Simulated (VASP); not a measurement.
# InAu (P4/mmm) in VASP: relaxation of cell and atoms with PBE

Aim: the relaxation of cell and atoms of InAu with PBE.

All numbers are computed with VASP 6.6.1; they aren't measurements. Logs are shortened: lines on timing, memory, paths and dates and some standing lists are left out, and cuts for length are marked.

## Step 1: The cell of the first run

The structure is tetragonal, space group P4/mmm (No. 123). Conventional cell: a = 3.924 Å, b = 3.924 Å, c = 7.200 Å, α = 90.00°, β = 90.00°, γ = 90.00°. Within 4.0 Å of In (site symmetry 4mm) lie 5 In at 2.90 to 3.92 Å and 4 Au at 2.91 Å. Within 3.7 Å of Au (site symmetry mmm) lie 4 Au at 2.77 Å and 4 In at 2.91 Å.

The cell was generated, and may not be a known phase.

## Step 2: Relaxation of cell and atoms, PBE

Contents of INCAR:

```
PREC     = Accurate       # precision mode
ENCUT    = 600            # plane-wave cutoff, eV
EDIFF    = 1E-6           # SCF threshold, eV
ISMEAR   = 0              # smearing method
SIGMA    = 0.1            # smearing width, eV
LREAL    = F              # projectors in reciprocal space
LASPH    = T              # aspherical terms in the spheres
NELM     = 100            # most SCF steps
ALGO     = Fast           # electronic algorithm
ISIF     = 3              # what is computed and relaxed
LWAVE    = F              # write WAVECAR
LCHARG   = F              # write CHGCAR
GGA      = PE             # functional
IBRION   = 2              # ionic algorithm
NSW      = 100            # ionic steps
EDIFFG   = -0.01          # ionic threshold
```

Contents of KPOINTS:

```
regular mesh
0
Gamma
  12 12 8
```

Contents of POSCAR:

```
InAu
1.0
    3.9237038026      0.0000000000      0.0000000000
    0.0000000000      3.9237038026      0.0000000000
    0.0000000000      0.0000000000      7.1999933266
In Au
2 2
Direct
    0.0000000000      0.0000000000      0.2984092586
    0.0000000000      0.0000000000      0.7015907414
    0.0000000000      0.5000000000      0.0000000000
    0.5000000000      0.0000000000      0.0000000000
```

Potentials or basis: VASP PAW PBE potentials, release 64 (In_d, Au).

Command:

```sh
$ cat potpaw_PBE.64/In_d/POTCAR potpaw_PBE.64/Au/POTCAR > POTCAR
$ mpirun -np 1 vasp_std > vasp.out
```

OUTCAR:

```text
PREC = Accurate
   ENCUT = 600
   EDIFF = 1E-6
   ISMEAR = 0
   LREAL = F
   LASPH = T
   NELM = 100
   ISIF = 3
   GGA = PE
   IBRION = 2
   NSW = 100
   EDIFFG = -0.01

 ion  position               nearest neighbor table
   1  0.000  0.000  0.298-   2 2.90   3 2.91   4 2.91   3 2.91   4 2.91
   2  0.000  0.000  0.702-   1 2.90   3 2.91   4 2.91   3 2.91   4 2.91
   3  0.000  0.500  0.000-   4 2.77   4 2.77   4 2.77   4 2.77   2 2.91   2 2.91   1 2.91   1 2.91

   4  0.500  0.000  0.000-   3 2.77   3 2.77   3 2.77   3 2.77   1 2.91   2 2.91   1 2.91   2 2.91

  LATTYP: Found a simple tetragonal cell.
 ALAT       =     3.9237038026
 C/A-ratio  =     1.8349991969

  Lattice vectors:

 A1 = (   3.9237038026,   0.0000000000,   0.0000000000)
 A2 = (   0.0000000000,   3.9237038026,   0.0000000000)
 A3 = (   0.0000000000,   0.0000000000,   7.1999933266)

Analysis of symmetry for initial positions (statically):
=====================================================================
 Subroutine PRICEL returns:
 Original cell was already a primitive cell.

 Routine SETGRP: Setting up the symmetry group for a
 simple tetragonal supercell.

 Subroutine GETGRP returns: Found 16 space group operations
 (whereof 16 operations were pure point group operations)
 out of a pool of 16 trial point group operations.

The static configuration has the point symmetry D_4h.

Analysis of symmetry for dynamics (positions and initial velocities):
=====================================================================
 Subroutine PRICEL returns:
 Original cell was already a primitive cell.

 Routine SETGRP: Setting up the symmetry group for a
 simple tetragonal supercell.

 Subroutine GETGRP returns: Found 16 space group operations
 (whereof 16 operations were pure point group operations)
 out of a pool of 16 trial point group operations.

The dynamic configuration has the point symmetry D_4h.

 Subroutine INISYM returns: Found 16 space group operations
 (whereof 16 operations are pure point group operations),
 and found     1 'primitive' translations

----------------------------------------------------------------------------------------

                                     Primitive cell

  volume of cell :     110.8471

  direct lattice vectors                    reciprocal lattice vectors
     3.923703803  0.000000000  0.000000000     0.254861236  0.000000000  0.000000000
     0.000000000  3.923703803  0.000000000     0.000000000  0.254861236  0.000000000
     0.000000000  0.000000000  7.199993327     0.000000000  0.000000000  0.138889018

  length of vectors
     3.923703803  3.923703803  7.199993327     0.254861236  0.254861236  0.138889018

  position of ions in fractional coordinates (direct lattice)
     0.000000000  0.000000000  0.298409259
     0.000000000  0.000000000  0.701590741
     0.000000000  0.500000000  0.000000000
     0.500000000  0.000000000  0.000000000

  ion indices of the primitive-cell ions
   primitive index   ion index
                 1           1
                 2           2
                 3           3
                 4           4

----------------------------------------------------------------------------------------

 KPOINTS: regular mesh

Automatic generation of k-mesh.
 Grid dimensions read from file:
 generate k-points for:   12   12    8

 Generating k-lattice:

  Cartesian coordinates                     Fractional coordinates (reciprocal lattice)
     0.021238436  0.000000000  0.000000000     0.083333333  0.000000000  0.000000000
     0.000000000  0.021238436  0.000000000     0.000000000  0.083333333  0.000000000
     0.000000000  0.000000000  0.017361127     0.000000000  0.000000000  0.125000000

  Length of vectors
     0.021238436  0.021238436  0.017361127

  Shift w.r.t. Gamma in fractional coordinates (k-lattice)
     0.000000000  0.000000000  0.000000000

 Subroutine IBZKPT returns following result:
 ===========================================

 Found    140 irreducible k-points:

 Following reciprocal coordinates:
            Coordinates               Weight
  0.000000  0.000000  0.000000      1.000000
  0.083333  0.000000  0.000000      4.000000
  0.166667  0.000000  0.000000      4.000000
  0.250000  0.000000  0.000000      4.000000
  0.333333  0.000000  0.000000      4.000000
  0.416667  0.000000  0.000000      4.000000
[... 16 lines left out ...]
  0.333333  0.333333  0.000000      4.000000
  0.416667  0.333333  0.000000      8.000000
 [... further k-points ...]
   k-points           NKPTS =    140   k-points in BZ     NKDIM =    140   number of bands    NBANDS=     28
   number of dos      NEDOS =    301   number of ions     NIONS =      4
   total plane-waves  NPLWV =  61440
   dimension x,y,z NGX =    32 NGY =   32 NGZ =   60
   dimension x,y,z NGXF=    64 NGYF=   64 NGZF=  120
   ions per type =               2   2
   NGX,Y,Z   is equivalent  to a cutoff of  13.56, 13.56, 13.85 a.u.
   NGXF,Y,Z  is equivalent  to a cutoff of  27.12, 27.12, 27.71 a.u.
 SYSTEM =  unknown system
   PREC   = accura    normal or accurate (medium, high low for compatibility)
   ISTART =      0    job   : 0-new  1-cont  2-samecut
   ICHARG =      2    charge: 1-file 2-atom 10-const
   ISPIN  =      1    spin polarized calculation?
   LNONCOLLINEAR =      F non collinear calculations
   LSORBIT =      F    spin-orbit coupling
   LASPH  =      T    aspherical Exc in radial PAW
   ENCUT  =  600.0 eV  44.10 Ry    6.64 a.u.   7.84  7.84 14.38*2*pi/ulx,y,z
   NELM   =    100;   NELMIN=  2; NELMDL= -5     # of ELM steps
   EDIFF  = 0.1E-05   stopping-criterion for ELM
   LREAL  =      F    real-space projection
   EDIFFG = -.1E-01   stopping-criterion for IOM
   NSW    =    100    number of steps for IOM
   IBRION =      2    ionic relax: 0-MD 1-quasi-New 2-CG
   NFREE  =      1    steps in history (QN), initial steepest desc. (CG)
   ISIF   =      3    stress and relaxation
   ISYM   =      2    0-nonsym 1-usesym 2-fastsym
   POTIM  = 0.5000    time-step for ionic-motion
   TEBEG  =    0.0;   TEEND  =   0.0 temperature during run
   PSTRESS=    0.0 pullay stress
   NELECT =      48.0000    total number of electrons
   NUPDOWN=      -1.0000    fix difference up-down
   EMIN   =  10.00;   EMAX   =-10.00  energy-range for DOS
   EFERMI =   0.00;   METHOD = LEGACY
   ISMEAR =     0;   SIGMA  =   0.10  broadening in eV -4-tet -1-fermi 0-gaus
   EFERMI_NEDOS =   21; number of points for ismear=-14 and -15
   IALGO  =     68    algorithm
   IMIX   =      4    mixing-type and parameters
     AMIX     =   0.40;   BMIX     =  1.00
     AMIX_MAG =   1.60;   BMIX_MAG =  1.00
  volume/ion in A,a.u.               =      27.71       187.01
  Fermi-wavevector in a.u.,A,eV,Ry     =   1.238551  2.340521 20.871439  1.534007
  Thomas-Fermi vector in A             =   2.373071
   LORBIT       =      0    0 simple, 1 ext, 2 COOP (PROOUT), +10 PAW based schemes
   GGA     = PE    functional components
   LHFCALC =     F    Hartree Fock is set to
   AEXX    =    0.0000 exact exchange contribution
   IVDW    =     0    specifies the selected vdW correction
   LEPSILON=     F    determine dielectric tensor
   LRPA    =     F    only Hartree local field effects (RPA)
 conjugate gradient relaxation of ions
 non-spin polarized calculation
 RMM-DIIS sequential band-by-band and
 Gauss-broadening in eV      SIGMA  =   0.10
  energy-cutoff  :      600.00
  volume of cell :      110.85
 maximum number of plane-waves:      3725
 NGX is ok and might be reduce to    32
   NGX = 15   NGY = 15   NGZ = 29

--------------------------------------- Ionic step        1  -------------------------------------------

 number of electron      47.9999993 magnetization

 Free energy of the ion-electron system (eV)
  ---------------------------------------------------
  ext. energy  EPLUGINS =         0.00000000
  ---------------------------------------------------
  free energy    TOTEN  =       -11.55321631 eV

  energy without entropy =      -11.54441757  energy(sigma->0) =      -11.54881694

------------------------ aborting loop because EDIFF is reached ----------------------------------------

  FORCE on cell =-STRESS in cart. coord.  units (eV):
  Direction    XX          YY          ZZ          XY          YZ          ZX
  --------------------------------------------------------------------------------------
  -------------------------------------------------------------------------------------
  Total       -0.0008497     -0.0008497     -0.6028636      0.0000000      0.0000000     -0.0000000
  in kB       -0.0122814     -0.0122814     -8.7137503      0.0000000      0.0000000     -0.0000000
  external PRESSURE =      -2.9127710 kB  Pullay stress =       0.0000000 kB
[... 175 lines left out ...]
  energy  without entropy=      -11.5482924461  energy(sigma->0) =      -11.55270171

--------------------------------------- Ionic step        6  -------------------------------------------

 number of electron      48.0000001 magnetization

 Free energy of the ion-electron system (eV)
  ---------------------------------------------------
  ext. energy  EPLUGINS =         0.00000000
  ---------------------------------------------------
  free energy    TOTEN  =       -11.55712359 eV

  energy without entropy =      -11.54830941  energy(sigma->0) =      -11.55271650

 E-fermi :   5.6934     XC(G=0):  -9.6922

 val. band max:        5.6894955543   @ k =   0.4167   0.3333   0.3750
 cond. band min:       5.6936904156   @ k =   0.2500   0.1667   0.3750
 fundamental gap:      0.0041948613
 Fermi energy:         5.6934485279

 k-point     1 :       0.0000    0.0000    0.0000
  band No.  band energies     occupation
      1      -9.2218      2.00000
      2      -9.0293      2.00000
      3      -9.0105      2.00000
      4      -9.0105      2.00000
      5      -8.9812      2.00000
      6      -8.9134      2.00000
[... 733 lines left out ...]
     27       7.3675      0.00000
     28       7.9263      0.00000

 [... further k-points ...]

------------------------ aborting loop because EDIFF is reached ----------------------------------------

  FORCE on cell =-STRESS in cart. coord.  units (eV):
  Direction    XX          YY          ZZ          XY          YZ          ZX
  --------------------------------------------------------------------------------------
  -------------------------------------------------------------------------------------
  Total        0.0071420      0.0071420     -0.0129811      0.0000000      0.0000000     -0.0000000
  in kB        0.1039244      0.1039244     -0.1888907      0.0000000      0.0000000     -0.0000000
  external PRESSURE =       0.0063194 kB  Pullay stress =       0.0000000 kB
[... 19 lines left out ...]
  FREE ENERGIE OF THE ION-ELECTRON SYSTEM (eV)
  ---------------------------------------------------
  free  energy   TOTEN  =       -11.5571235867 eV

  energy  without entropy=      -11.5483094073  energy(sigma->0) =      -11.55271650

 reached required accuracy - stopping structural energy minimisation
```

It took 36 min on 1 thread of Oxide Virtual Turin-like, shared host; peak memory 0.58 GiB.

Results:

```
Free energy                           : -11.5571 eV
Relaxed volume                        : 27.53 Å³/atom
Relaxed cell                          : a = 3.931 Å, b = 3.931 Å, c = 7.124 Å, α = 90.00°, β = 90.00°, γ = 90.00°
Space group after relaxing (to 0.1 Å) : P4/mmm (No. 123)
Energy gained by relaxing             : 1.0 meV/atom
Ionic steps                           : 6
Pressure after relaxing               : 0.0 GPa
Band gap on the k mesh                : zero (bands 24 and 25 overlap by 2.75 eV)
```

Step by step:
```
step  energy change (eV)  largest force (eV/Å)  pressure (GPa)  volume (Å³)
   1              0.0000                0.0615           -0.29       110.85
   2             -0.0032                0.0588            0.09       110.04
   3             -0.0034                0.0514            0.19       109.83
   4             -0.0034                0.0540            0.18       109.78
   5             -0.0039                0.0144           -0.03       110.16
   6             -0.0039                0.0008            0.00       110.11
```

Final structure:
```
CELL_PARAMETERS angstrom
3.93144 0.00000 0.00000
0.00000 3.93144 0.00000
0.00000 0.00000 7.12377
ATOMIC_POSITIONS crystal
In 0.00000 0.00000 0.29936
In 0.00000 0.00000 0.70064
Au 0.00000 0.50000 0.00000
Au 0.50000 0.00000 0.00000
```

Levels at points of the mesh, in eV from the Fermi level:
| k point | band 21 | band 22 | band 23 | band 24 | band 25 | band 26 | band 27 | band 28 |
| --- | --- | --- | --- | --- | --- | --- | --- | --- |
| (0.00, 0.00, 0.00) | -3.41 | -2.62 | -1.53 | 1.86 | 1.86 | 4.55 | 5.07 | 6.07 |
| (0.50, 0.00, 0.00) | -3.99 | -3.80 | -2.66 | -1.75 | 0.04 | 0.82 | 3.91 | 6.00 |
| (0.50, 0.50, 0.00) | -3.06 | -1.52 | -0.16 | -0.16 | -0.01 | 0.21 | 0.37 | 0.37 |
| (0.00, 0.00, 0.50) | -2.62 | -1.53 | -0.96 | 0.45 | 2.46 | 2.46 | 4.09 | 4.09 |
| (0.50, 0.00, 0.50) | -3.99 | -3.93 | -3.59 | -1.42 | 1.37 | 1.70 | 3.88 | 4.94 |
| (0.50, 0.50, 0.50) | -3.30 | -3.06 | -0.92 | -0.92 | 0.05 | 0.38 | 0.38 | 2.99 |

Caveat: spin-orbit coupling is left out, which moves the levels of the heavy elements.
